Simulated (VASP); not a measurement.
## HfO2: single point with PBEsol

Crystal: HfO2.

```
CELL_PARAMETERS angstrom
3.55802 0.00000 0.00000
0.00000 3.55802 0.00000
0.00000 0.00000 5.17186
ATOMIC_POSITIONS crystal
Hf 0.00208 0.01029 0.01088
Hf 0.51311 0.50310 0.49438
O 0.98779 0.50715 0.19614
O 0.50208 0.99534 0.29651
O 0.49375 0.00212 0.81003
O 0.99675 0.49559 0.69163
```

This cell differs from its parent crystal: atoms moved at random.

```
Program                : VASP 6.6.1
Task                   : single point
Functional             : PBEsol
Potentials or basis    : VASP PAW PBE potentials, release 64 (Hf_pv, O)
Cutoff                 : 520 eV
k mesh                 : 8 × 8 × 5
Occupations            : fermi-dirac, width 0.05 eV
Spin                   : no spin polarisation
Dipole correction      : no
Further INCAR settings : ALGO = Normal; EDIFF = 1e-06; NBANDS = 31
```

- Pressure: 0.1 GPa
- Largest force: 1.537 eV/Å
- Band gap on the k mesh: 4.44 eV, indirect (least direct gap 4.52 eV)

Forces in eV/Å, atoms in the order of the input:
```
Hf  -0.316 -0.114 -1.499
Hf  -0.529 -0.294  1.017
O    0.194 -0.194  0.384
O   -0.261  0.652  0.429
O    0.426 -0.096 -0.417
O    0.487  0.045  0.087
```

Stress tensor (GPa, compression positive):
```
-2.13 -0.17  0.51
-0.17  2.49 -0.20
 0.51 -0.20 -0.07
```

Levels at points of the mesh, in eV from the valence-band top:
| k point | band 18 | band 19 | band 20 | band 21 | band 22 | band 23 | band 24 | band 25 | band 26 | band 27 |
| --- | --- | --- | --- | --- | --- | --- | --- | --- | --- | --- |
| (0.00, 0.00, 0.00) | -1.50 | -0.99 | -0.56 | -0.33 | -0.08 | 4.44 | 4.45 | 5.71 | 5.91 | 6.22 |
| (0.50, 0.00, 0.00) | -2.23 | -1.67 | -1.57 | -0.44 | -0.40 | 4.80 | 4.86 | 5.89 | 5.97 | 7.30 |
| (0.00, 0.50, 0.00) | -2.38 | -1.80 | -1.63 | -0.28 | -0.25 | 4.78 | 4.83 | 5.78 | 6.04 | 6.90 |
| (0.50, 0.50, 0.00) | -1.37 | -1.05 | -0.98 | -0.75 | -0.70 | 5.44 | 5.58 | 5.88 | 5.92 | 6.94 |

Wall time 4.4 min on 1 thread of Intel(R) Xeon(R) 6975P-C (Granite Rapids), with other jobs on the host, peak memory 0.37 GiB.

Caveat: the cell differs from its parent crystal (atoms moved at random); the PAW data sets were made with another functional, which shifts forces and pressure a little; spin-orbit coupling is left out, which moves the levels of the heavy elements. A k mesh can miss the band edges.
